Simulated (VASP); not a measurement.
A run of VASP 6.6.1:

Contents of INCAR:

```
PREC = Accurate
ENCUT = 520
EDIFF = 1E-6
ISMEAR = 0
SIGMA = 0.1
LREAL = False
LASPH = True
NELM = 100
ALGO = Normal
ISIF = 2
LWAVE = False
LCHARG = False
GGA = PE
NBANDS = 12
```

KPOINTS

```
Automatic mesh
0
Gamma
  16 16 8
```

Contents of POSCAR:

```
MgSiN
1.0
    2.7296020375      0.0000000000      0.0000000000
    0.0000000000      2.7296020375      0.0000000000
    0.0000000000      0.0000000000      6.0136098405
Mg Si N
1 1 1
Direct
    0.5000000000      0.5000000000      0.5000000000
    0.5000000000      0.5000000000      0.0000000000
    0.0000000000      0.0000000000      0.0000000000
```

Potentials or basis: VASP PAW PBE potentials, release 64 (Mg, Si, N).

Launch:

```console
$ cat potpaw_PBE.64/Mg/POTCAR potpaw_PBE.64/Si/POTCAR potpaw_PBE.64/N/POTCAR > POTCAR
$ mpirun -np 1 vasp_std > vasp.out
```

Hardware: 1 thread of Intel(R) Xeon(R) 6975P-C (Granite Rapids) (shared host).

**Question.** How long does it take, and how much memory?

**Answer.** Wall time 46 s on 1 thread of Intel(R) Xeon(R) 6975P-C (Granite Rapids), with other jobs on the host, peak memory 0.26 GiB. Counts: scf iterations 12, k points 225.
